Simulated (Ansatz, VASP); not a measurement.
MnHg: VASP beside Ansatz

File INCAR:

```
SYSTEM = MnHg
ALGO = Normal
EDIFF = 1E-8
ENCUT = 520
GGA = PE
ISIF = 2
ISMEAR = -1
ISPIN = 2
LASPH = .TRUE.
LCHARG = .FALSE.
LEFG = .TRUE.
LMAXMIX = 4
LORBIT = 11
LREAL = .FALSE.
LWAVE = .FALSE.
MAGMOM = 4 0
NBANDS = 24
NELM = 150
PREC = Accurate
SIGMA = 0.08
```

Contents of KPOINTS:

```
k-points
0
G
  11 11 11
  0 0 0
```

File POSCAR:

```
MnHg
1.0
    3.3833577074      0.0000000000      0.0000000000
    0.0000000000      3.3833577074      0.0000000000
    0.0000000000      0.0000000000      3.1824000000
Mn Hg
1 1
Direct
    0.5000000000      0.5000000000      0.5000000000
    0.0000000000      0.0000000000      0.0000000000
```

Input for Ansatz:

```yaml
crystal:
  lattice:
    - [3.3833577074, 0.0, 0.0]
    - [0.0, 3.3833577074, 0.0]
    - [0.0, 0.0, 3.1824]
  atoms:
    - { symbol: Mn, position: [0.5, 0.5, 0.5], spin: 4.0 }
    - { symbol: Hg, position: [0.0, 0.0, 0.0] }
magnetization:
  spin_polarized: true
kpoints:
  mp_grid: { grid: [11, 11, 11] }
scf:
  occupations: { method: fermi_dirac, width: 0.08 }
hamiltonian:
  xc: pbe
  pseudopotentials: { kind: all_electron, datasets: crystal }
output:
  forces: true
  stress: true
  eigenvalues: true
  efg: { contact_densities: true }
```

Change from the starting cell: z stretched by -4 % at fixed volume, crystal datasets.

Alike in both runs: task electric field gradients; functional PBE; k mesh 11 × 11 × 11; occupations fermi-dirac, width 0.08 eV; collinear spin.

|  | VASP | Ansatz |
| --- | --- | --- |
| version | VASP 6.6.1 | Ansatz 0.2.0 |
| potentials or method | VASP PAW PBE potentials, release 64 (Mn_pv, Hg), cutoff 520 eV | all-electron PAW with datasets made for the crystal, scalar-relativistic |

```tsv
	VASP	Ansatz	Ansatz less VASP
pressure (GPa)	0.9	0.4	-0.46
traceless stress, the component that is largest in VASP (GPa)	0.79	0.73	-0.057
net moment per atom (μB)	1.95	1.95	-0.002
size of the moment on the site where the two differ most (μB)	3.81	3.87	+0.055
size of Vzz on the site where it differs most (V/Å²)	0.2	3.3	+3.08
```

Site moments also hang on the region over which each program counts them. Ansatz ran all-electron here, and VASP with PAW potentials.

Spin-orbit coupling is off throughout.
